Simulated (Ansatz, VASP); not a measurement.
AlAs in VASP and in Ansatz

INCAR

```
PREC = Accurate
ENCUT = 500
EDIFF = 1E-6
ISMEAR = 0
SIGMA = 0.01
LREAL = False
LASPH = True
NELM = 120
ALGO = Normal
ISIF = 2
LWAVE = False
LCHARG = True
GGA = CA
LELF = True
LVHAR = True
NBANDS = 11
GGA_COMPAT = False
```

File KPOINTS:

```
regular mesh
0
Gamma
  8 8 8
```

Contents of POSCAR:

```
AlAs
1.0
    0.0000000000      2.8304000000      2.8304000000
    2.8304000000      0.0000000000      2.8304000000
    2.8304000000      2.8304000000      0.0000000000
Al As
1 1
Direct
    0.0000000000      0.0000000000      0.0000000000
    0.7500000000      0.7500000000      0.7500000000
```

Input for Ansatz:

```yaml
crystal:
  lattice:
    - [0.0, 2.8304, 2.8304]
    - [2.8304, 0.0, 2.8304]
    - [2.8304, 2.8304, 0.0]
  atoms:
    - { symbol: Al, position: [0.0, 0.0, 0.0] }
    - { symbol: As, position: [0.75, 0.75, 0.75] }
kpoints:
  mp_grid: { grid: [8, 8, 8] }
scf:
  occupations: { method: fixed }
hamiltonian:
  xc: lda
  pseudopotentials: { kind: all_electron, lapw: { basis_error: 0.001 } }
output:
  forces: true
  stress: true
  eigenvalues: true
  eigenstates:
    nscf_kmesh: { grid: [16, 16, 16] }
    de_dk: true
    e_range: [-9, 11.35105]
  optics:
    e_range: [0, 25]
    de: 0.2
    sigma: 0.15
    bands: { spectra_wanted_up_to: 25 }
    nscf_kmesh: { grid: [16, 16, 16] }
checkpoint:
  write: ck
  write_wavefunctions: false
```

Alike in both runs: task single point; functional LDA; k mesh 8 × 8 × 8; no spin polarisation.

|  | VASP | Ansatz |
| --- | --- | --- |
| version | VASP 6.6.1 | Ansatz 0.2.0 |
| potentials or method | VASP PAW LDA potentials, release 64 (Al, As), cutoff 500 eV | all-electron LAPW, scalar-relativistic |
| occupations | gaussian, width 0.01 eV | fixed |

Ansatz gave:

| Item | Value |
| --- | --- |
| gap on the k mesh at the Fermi level (eV) | 1.35 |
| pressure (GPa) | -1.2 |

Problem. What did VASP give for the same quantities?

Solution. gap on the k mesh at the Fermi level (eV): 1.34; pressure (GPa): -0.9.

LDA's correlation is that of Perdew and Zunger in VASP and of Perdew and Wang (1992) in Ansatz. Ansatz ran all-electron here, and VASP with PAW potentials.
